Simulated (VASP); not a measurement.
YS: single point with LDA

Crystal: YS.

```
CELL_PARAMETERS angstrom
0.02744 2.75737 2.75737
2.75737 0.02744 2.75737
2.75737 2.75737 0.02744
ATOMIC_POSITIONS crystal
Y 0.50000 0.50000 0.50000
S 0.00000 0.00000 0.00000
```

This cell differs from its parent crystal: equal xy, yz and zx shear strains of +1 %.

```json
{
  "Program": "VASP 6.6.1",
  "Task": "single point",
  "Functional": "LDA",
  "Potentials or basis": "VASP PAW LDA potentials, release 64 (Y_sv, S)",
  "Cutoff": "520 eV",
  "k mesh": "8 × 8 × 8",
  "Occupations": "fermi-dirac, width 0.01 eV",
  "Spin": "no spin polarisation",
  "Dipole correction": "no",
  "Further INCAR settings": "ALGO = Normal; EDIFF = 1e-07; NBANDS = 16"
}
```

The pressure is -3.8 GPa and the band gap on the k mesh is zero (an odd number of electrons rules out a gap without spin polarisation).

Stress tensor (GPa, compression positive):
```
-3.77 -0.10 -0.10
-0.10 -3.77 -0.10
-0.10 -0.10 -3.77
```

Levels at points of the mesh, in eV from the Fermi level:
```csv
k point,band 4,band 5,band 6,band 7,band 8,band 9,band 10,band 11,band 12,band 13
"(0.00, 0.00, 0.00)",-23.15,-14.99,-3.38,-3.31,-3.31,-0.31,-0.15,-0.15,0.64,0.64
"(0.50, 0.00, 0.00)",-23.19,-13.66,-7.08,-5.28,-5.19,2.07,2.59,2.83,2.86,5.88
"(0.50, 0.50, 0.00)",-23.28,-14.36,-5.45,-4.07,-4.01,-2.35,1.89,3.14,3.80,3.82
"(0.50, 0.50, 0.50)",-23.18,-13.68,-7.09,-5.15,-5.15,2.12,2.64,2.72,2.72,6.02
```

Run time: 84 s on 1 thread of Intel Xeon 8259CL (shared host), peak memory 0.2 GiB.

Caveat: the cell differs from its parent crystal (equal xy, yz and zx shear strains of +1 %); the cell stands under tension.
